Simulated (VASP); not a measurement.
Runs of VASP 6.6.1 on NaCl. The structure is that of space group Pm-3m (No. 221), or close to it. The cells are those of the table. 

```tsv
task	cell	gap on the mesh (eV)	pressure (GPa)
electric field gradients	a = 2.870 Å, 2 atoms	4.59	(a)
electric field gradients	a = 2.860 Å, 2 atoms	4.56	60.1
electric field gradients	a = 2.802 Å, 2 atoms	4.31	77.0
single point	a = 2.841 Å, 2 atoms	4.48	65.2
single point	a = 2.898 Å, 2 atoms	4.70	51.0
electric field gradients	a = 2.841 Å, 2 atoms	4.48	65.2
single point	a = 2.802 Å, 2 atoms	4.31	77.0
electric field gradients	a = 2.898 Å, 2 atoms	4.70	51.0
single point	a = 2.870 Å, 2 atoms	4.59	57.7
single point	a = 2.860 Å, 2 atoms	4.56	60.1
```

Alike in all rows: level PBEsol; potentials or basis VASP PAW PBE potentials, release 64 (Na_pv, Cl); no spin polarisation; k mesh 9 × 9 × 9; cutoff (eV) 520; smearing fermi-dirac 0.03 eV.

Fill in the values left out.

(a) 57.6.

Caveats: the cell stands under pressure; the PAW data sets were made with another functional, which shifts forces and pressure a little; an odd mesh through Γ misses points on the zone boundary, where band edges can lie.
